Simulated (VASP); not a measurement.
# ZnO (P6_3mc) in VASP: settings compared, part 2 of 2

VASP 6.6.1.

## (4) Single point, PBE-based screened hybrid with 50 % exact exchange

File POSCAR:

```
ZnO
1.0
    3.2493080000      0.0000000000      0.0000000000
   -1.6246540000      2.8139832727      0.0000000000
    0.0000000000      0.0000000000      5.2057090000
Zn O
2 2
Direct
    0.6666666667      0.3333333333      0.0000000000
    0.3333333333      0.6666666667      0.5000000000
    0.3333333333      0.6666666667      0.8790100000
    0.6666666667      0.3333333333      0.3790100000
```

File INCAR.step1:

```
SYSTEM = ZnO
PREC     = Accurate       ! precision mode
ENCUT    = 520            ! plane-wave cutoff, eV
EDIFF    = 1E-5           ! SCF threshold, eV
ISMEAR   = -1             ! smearing method
SIGMA    = 0.05           ! smearing width, eV
LREAL    = .False.        ! projectors in reciprocal space
LASPH    = .True.         ! aspherical terms in the spheres
NELM     = 80             ! most SCF steps
ALGO     = Normal         ! electronic algorithm
ISIF     = 2              ! what is computed and relaxed
LWAVE    = .True.         ! write WAVECAR
GGA      = PE             ! functional
NBANDS   = 26             ! bands
LUSENCCL = .False.
```

File INCAR.step2:

```
SYSTEM = ZnO
PREC     = Accurate       ! precision mode
ENCUT    = 520            ! plane-wave cutoff, eV
EDIFF    = 1E-6           ! SCF threshold, eV
ISMEAR   = -1             ! smearing method
SIGMA    = 0.05           ! smearing width, eV
LREAL    = .False.        ! projectors in reciprocal space
LASPH    = .True.         ! aspherical terms in the spheres
NELM     = 80             ! most SCF steps
ALGO     = Normal         ! electronic algorithm
ISIF     = 2              ! what is computed and relaxed
LWAVE    = .False.        ! write WAVECAR
LCHARG   = .True.         ! write CHGCAR
GGA      = PE             ! functional
LHFCALC  = .True.         ! exact exchange
AEXX     = 0.5            ! exact-exchange fraction
HFSCREEN = 0.2078699      ! screening, 1/A
PRECFOCK = Normal       
LELF     = .True.         ! ELF
LVHAR    = .True.       
ISTART   = 1            
NBANDS   = 26             ! bands
LUSENCCL = .False.
```

File KPOINTS:

```
Automatic mesh
0
Gamma
  5 5 3
  0 0 0
```

Potentials or basis: VASP PAW PBE potentials, release 64 (Zn, O).

Run with:

```console
> cat potpaw_PBE.64/Zn/POTCAR potpaw_PBE.64/O/POTCAR > POTCAR
> cp INCAR.step1 INCAR
> mpirun -np 1 vasp_std > vasp.out
> cp INCAR.step2 INCAR
> mpirun -np 1 vasp_std > vasp.out
```

OUTCAR:

```text
SYSTEM = ZnO
   PREC = Accurate
   ENCUT = 520
   EDIFF = 1E-6
   ISMEAR = -1
   LREAL = .False.
   LASPH = .True.
   NELM = 80
   ISIF = 2
   GGA = PE
   LHFCALC = .True.
   AEXX = 0.5
   HFSCREEN = 0.2078699
   PRECFOCK = Normal
   ISTART = 1

 ion  position               nearest neighbor table
   1  0.667  0.333  0.000-   4 1.97   3 1.98   3 1.98   3 1.98
   2  0.333  0.667  0.500-   3 1.97   4 1.98   4 1.98   4 1.98
   3  0.333  0.667  0.879-   2 1.97   1 1.98   1 1.98   1 1.98
   4  0.667  0.333  0.379-   1 1.97   2 1.98   2 1.98   2 1.98

  LATTYP: Found a hexagonal cell.
 ALAT       =     3.2493080000
 C/A-ratio  =     1.6020977390

  Lattice vectors:

 A1 = (   3.2493080000,   0.0000000000,   0.0000000000)
 A2 = (  -1.6246540000,   2.8139832727,   0.0000000000)
 A3 = (   0.0000000000,   0.0000000000,   5.2057090000)

Analysis of symmetry for initial positions (statically):
=====================================================================
 Subroutine PRICEL returns:
 Original cell was already a primitive cell.

 Routine SETGRP: Setting up the symmetry group for a
 hexagonal supercell.

 Subroutine GETGRP returns: Found 12 space group operations
 (whereof  6 operations were pure point group operations)
 out of a pool of 24 trial point group operations.

The static configuration has the point symmetry C_3v.
 The point group associated with its full space group is C_6v.

Analysis of symmetry for dynamics (positions and initial velocities):
=====================================================================
 Subroutine PRICEL returns:
 Original cell was already a primitive cell.

 Routine SETGRP: Setting up the symmetry group for a
 hexagonal supercell.

[... 116 lines left out ...]
  Fermi-wavevector in a.u.,A,eV,Ry     =   1.491574  2.818667 30.270160  2.224794
  Thomas-Fermi vector in A             =   2.604212
   LORBIT       =      0    0 simple, 1 ext, 2 COOP (PROOUT), +10 PAW based schemes
   GGA     = PE    functional components
   LHFCALC =     T    Hartree Fock is set to
   PRECFOCK=normal    Normal, Fast or Accurate (Low or Medium for compatibility)
   ENCUT4O =  -1.0   cutoff for four orbital integrals eV
   NKREDX  =     1    reduce k-point grid by
   NKREDY  =     1    reduce k-point grid by
   NKREDZ  =     1    reduce k-point grid by
   AEXX    =    0.5000 exact exchange contribution
   HFSCREEN=    0.2079 screening length (either q_TF or 0.3 A-1)
   HFSCREENC=   0.2079 screening length for correlation (either q_TF or 0.3 A-1)
   ENCUTFOCK=  -1.0 apply spherical cutoff to Coloumb kernel
   IVDW    =     0    specifies the selected vdW correction
   LEPSILON=     F    determine dielectric tensor
   LRPA    =     F    only Hartree local field effects (RPA)
 non-spin polarized calculation
  energy-cutoff  :      520.00
  volume of cell :       47.60
 maximum number of plane-waves:      1289
  NGX = 20; NGY = 20; NGZ = 30

 number of electron      36.0000017 magnetization

 Free energy of the ion-electron system (eV)
  ---------------------------------------------------
  ext. energy  EPLUGINS =         0.00000000
  ---------------------------------------------------
  free energy    TOTEN  =       -28.00414488 eV

  energy without entropy =      -28.00414488  energy(sigma->0) =      -28.00414488

 E-fermi :  -0.2154     XC(G=0):  -6.9513

 val. band max:       -1.3746020110   @ k =   0.0000   0.0000   0.0000
 cond. band min:       2.9283273703   @ k =   0.0000   0.0000   0.0000
 fundamental gap:      4.3029293813
 Fermi energy:        -0.2154161849

 k-point     1 :       0.0000    0.0000    0.0000
  band No.  band energies     occupation
      1     -22.2331      2.00000
      2     -21.4619      2.00000
      3      -9.0099      2.00000
      4      -9.0098      2.00000
      5      -8.9898      2.00000
      6      -8.8114      2.00000
[... 279 lines left out ...]
     25      16.5128      0.00000
     26      17.7992      0.00000

------------------------ aborting loop because EDIFF is reached ----------------------------------------

  FORCE on cell =-STRESS in cart. coord.  units (eV):
  Direction    XX          YY          ZZ          XY          YZ          ZX
  --------------------------------------------------------------------------------------
  -------------------------------------------------------------------------------------
  Total       -0.6690423     -0.6690423     -0.3540817      0.0000000      0.0000000     -0.0000000
  in kB      -22.5201804    -22.5201804    -11.9185067      0.0000000      0.0000000     -0.0000000
  external PRESSURE =     -18.9862892 kB  Pullay stress =       0.0000000 kB

 VOLUME and BASIS-vectors are now :
 -----------------------------------------------------------------------------
  energy-cutoff  :      520.00
  volume of cell :       47.60
      direct lattice vectors                 reciprocal lattice vectors
     3.249308000  0.000000000  0.000000000     0.307757836  0.177684070 -0.000000000
    -1.624654000  2.813983273  0.000000000     0.000000000  0.355368139  0.000000000
     0.000000000  0.000000000  5.205709000     0.000000000 -0.000000000  0.192096792

 POSITION                                       TOTAL-FORCE (eV/Angst)
 -----------------------------------------------------------------------------------
      1.62465      0.93799      0.00000        -0.000000     -0.000000     -0.090976
     -0.00000      1.87599      2.60285         0.000000     -0.000000     -0.090976
     -0.00000      1.87599      4.57587        -0.000000      0.000000      0.090976
      1.62465      0.93799      1.97302        -0.000000     -0.000000      0.090976
 -----------------------------------------------------------------------------------
    total drift:                               -0.000000     -0.000000     -0.003341

  FREE ENERGIE OF THE ION-ELECTRON SYSTEM (eV)
  ---------------------------------------------------
  free  energy   TOTEN  =       -28.0041448752 eV

  energy  without entropy=      -28.0041448752  energy(sigma->0) =      -28.00414488
```

OUTCAR.step1:

```text
SYSTEM = ZnO
   PREC = Accurate
   ENCUT = 520
   EDIFF = 1E-5
   ISMEAR = -1
   LREAL = .False.
   LASPH = .True.
[... 503 lines left out ...]
     -0.00000      1.87599      2.60285        -0.000000      0.000000     -0.073971
     -0.00000      1.87599      4.57587        -0.000000     -0.000000      0.073971
      1.62465      0.93799      1.97302         0.000000      0.000000      0.073971
 -----------------------------------------------------------------------------------
    total drift:                               -0.000000     -0.000000     -0.000450

  FREE ENERGIE OF THE ION-ELECTRON SYSTEM (eV)
  ---------------------------------------------------
  free  energy   TOTEN  =       -17.8146764614 eV

  energy  without entropy=      -17.8146619947  energy(sigma->0) =      -17.81466923
```

Wall time 25 min (1 × NVIDIA H100 80GB with 1 thread of AMD EPYC 7R13 (Zen 3), shared host); peak memory 1.2 GiB.

Results:

```
Free energy            : -28.0041 eV
Pressure               : -1.9 GPa
Largest force          : 0.091 eV/Å
Band gap on the k mesh : 4.30 eV
```

Forces in eV/Å, atoms in the order of the input:
```
Zn   0.000  0.000 -0.091
Zn   0.000  0.000 -0.091
O    0.000  0.000  0.091
O    0.000  0.000  0.091
```

Stress tensor (GPa, compression positive):
```
-2.25  0.00  0.00
 0.00 -2.25  0.00
 0.00  0.00 -1.19
```

Caveat: the k points lie up to 0.45 Å⁻¹ apart; the PAW data sets were made with another functional, which shifts forces and pressure a little.

## (5) Summary

| level | share of exact exchange | gap on the mesh (eV) | pressure (GPa) | largest force (eV/Å) |
| --- | --- | --- | --- | --- |
| PBE-based screened hybrid with 25 % exact exchange | 0.25 | 2.48 | 1.8 | 0.08 |
| PBE-based screened hybrid with 35 % exact exchange | 0.35 | 3.20 | 0.3 | 0.09 |
| PBE-based screened hybrid with 50 % exact exchange | 0.5 | 4.30 | -1.9 | 0.09 |

Alike in all rows: task single point; potentials or basis VASP PAW PBE potentials, release 64 (Zn, O); no spin polarisation; cell as given; k mesh 5 × 5 × 3; cutoff (eV) 520; smearing fermi-dirac 0.05 eV.

Caveats: all runs use coarse meshes; the PAW data sets were made with another functional, which shifts forces and pressure a little.

Total energies depend on the potentials used, so only differences within one code and one set of settings carry meaning.
